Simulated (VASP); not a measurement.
BaZrO3, 5 atoms in the cell. It takes space group Pmmm (No. 47, orthorhombic). The conventional cell has a = 3.805 Å, b = 4.147 Å, c = 4.490 Å, α = 90.00°, β = 90.00°, γ = 90.00°. Ba (site symmetry mmm) has 12 O at 2.81 to 3.06 Å and 8 Zr at 3.60 Å within 3.7 Å. Zr (site symmetry mmm) has 6 O at 1.90 to 2.24 Å within 2.5 Å. Within 2.5 Å of O (site symmetry mmm) lie 2 Zr at 1.90 Å. Within 3.0 Å of O (site symmetry mmm) lie 2 Zr at 2.24 Å and 4 Ba at 2.81 Å and 4 O at 2.94 Å. O (site symmetry mmm) has 2 Zr at 2.07 Å within 2.7 Å.  This cell differs from its parent crystal: normal strain along x -0.0825, normal strain along y +0.0825.

```yaml
Program: VASP 6.6.1
Task: single point
Functional: LDA
Potentials_or_basis: VASP PAW LDA potentials, release 64 (Ba_sv, Zr_sv, O)
Cutoff: 520 eV
k_mesh: 6 × 6 × 6
Occupations: gaussian, width 0.05 eV
Spin: no spin polarisation
Dipole_correction: no
Further_INCAR_settings: ALGO = Normal; EDIFF = 1e-06; NBANDS = 28
```

Potentials or basis: VASP PAW LDA potentials, release 64 (Ba_sv, Zr_sv, O).

Command:

```console
$ cat potpaw_LDA.64/Ba_sv/POTCAR potpaw_LDA.64/Zr_sv/POTCAR potpaw_LDA.64/O/POTCAR > POTCAR
$ mpirun -np 1 vasp_std > vasp.out
```

Hardware: 1 thread of Intel(R) Xeon(R) Platinum 8259CL CPU @ 2.50GHz (Skylake/Cascade Lake), on a shared host.

Estimate the wall time of this run.

Run time: 77 s on 1 thread of Intel(R) Xeon(R) Platinum 8259CL CPU @ 2.50GHz (Skylake/Cascade Lake), on a shared host, peak memory 0.25 GiB. Counts: scf iterations 13, k points 64.
